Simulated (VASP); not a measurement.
Wanted: the native input for a VASP 6.6.1 run.

```
Task                   : relaxation of cell and atoms
Functional             : PBE
Potentials or basis    : VASP PAW PBE potentials, release 64 (Ti_sv)
Cutoff                 : 600 eV
k mesh                 : 10 × 10 × 6
Occupations            : fermi-dirac, width 0.05 eV
Spin                   : no spin polarisation
Target pressure        : 2 GPa
Dipole correction      : no
Further INCAR settings : ALGO = Normal; EDIFF = 1e-07; IBRION = 2; EDIFFG = -0.01; NSW = 60; ISIF = 3
```

The structure of Ti lies in POSCAR:

```
Ti
1.0
    2.9500000000      0.0000000000      0.0000000000
   -1.4750000000      2.5547749412      0.0000000000
    0.0000000000      0.0000000000      4.6800000000
Ti
2
Direct
    0.6666666667      0.3333333333      0.7500000000
    0.3333333333      0.6666666667      0.2500000000
```

These files were run (other wordings do the same):

INCAR

```
SYSTEM = Ti
  PREC = Accurate
  ENCUT = 600
  EDIFF = 1E-7
  ISMEAR = -1
  SIGMA = 0.05
  LREAL = .FALSE.
  LASPH = .TRUE.
  NELM = 80
  ALGO = Normal
  ISIF = 3
  LWAVE = .FALSE.
  LCHARG = .FALSE.
  GGA = PE
  IBRION = 2
  NSW = 60
  EDIFFG = -0.01
  PSTRESS = 20.0
```

KPOINTS

```
regular mesh
0
G
  10 10 6
  0 0 0
```

Potentials or basis: VASP PAW PBE potentials, release 64 (Ti_sv).

Command:

```bash
$ cat potpaw_PBE.64/Ti_sv/POTCAR > POTCAR
$ mpirun -np 1 vasp_std > vasp.out
```

Results of the run:

The relaxed volume is 17.04 Å³/atom, the relaxed cell is a = 2.921 Å, b = 2.921 Å, c = 4.614 Å, α = 90.00°, β = 90.00°, γ = 120.00° and the space group after relaxing (to 0.05 Å) is P6_3/mmc (No. 194). The energy change on relaxing (the enthalpy is what falls) is +0.4 meV/atom, the ionic steps are 6 and the pressure after relaxing is 2.1 GPa. The band gap on the k mesh is zero (band 12 reaches 9.32 eV, above the bottom of band 13 at 8.32 eV).

Caveat: the cell is relaxed towards a set pressure, so the enthalpy falls and the energy may rise.

Run time: 2 min on 1 thread of Intel(R) Xeon(R) Platinum 8259CL CPU @ 2.50GHz (Skylake/Cascade Lake), on a shared host, peak memory 0.18 GiB.
